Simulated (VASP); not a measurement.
The system is Zn.

```
Zn
1.0
    -1.39985    1.39985    1.30880
     1.39985   -1.39985    1.30880
     1.39985    1.39985   -1.30880
Zn
1
Direct
  0.00000 0.00000 0.00000
```

```yaml
Program: VASP 6.6.1
Task: relaxation of cell and atoms
Functional: PBE
Potentials_or_basis: VASP PAW PBE potentials, release 64 (Zn)
Cutoff: 500 eV
k_mesh: 10 × 10 × 10
Occupations: gaussian, width 0.1 eV
Spin: no spin polarisation
```

At the start: pressure 77.1 GPa; volume 10.26 Å³/atom.

**Question.** Where does the relaxation end?

**Answer.** Over 17 steps the energy falls by 879.0 meV/atom and the volume is 15.41 Å³/atom (+50.2 %); space group I4/mmm (No. 139, to 0.1 Å) before and after.

Step by step:
```csv
step,energy change (eV),largest force (eV/Å),pressure (GPa),volume (Å³)
1,0.0000,0.0000,77.13,10.26
2,-0.6711,0.0000,-8.06,19.47
3,-0.8158,0.0000,0.67,15.08
4,-0.8160,0.0000,-0.56,15.36
5,-0.8161,0.0000,-0.06,15.24
6,-0.8179,0.0000,-0.14,15.23
7,-0.8203,0.0000,-0.04,15.21
8,-0.8331,0.0000,0.09,15.17
9,-0.8664,0.0000,0.87,15.05
10,-0.8271,0.0000,6.61,14.69
11,-0.8749,0.0000,1.76,14.98
12,-0.8754,0.0000,2.50,14.92
13,-0.8757,0.0000,2.29,14.94
14,-0.8767,0.0000,1.98,15.03
15,-0.8768,0.0000,1.79,15.08
16,-0.8778,0.0000,1.31,15.16
17,-0.8790,0.0000,0.02,15.41
```

Final structure:
```
Zn
1.0
    -1.71206    1.71206    1.31412
     1.71206   -1.71206    1.31412
     1.71206    1.71206   -1.31412
Zn
1
Direct
  0.00000 0.00000 0.00000
```

Caveat: the volume moved by over 15 % at a fixed basis, so the end points are rough.
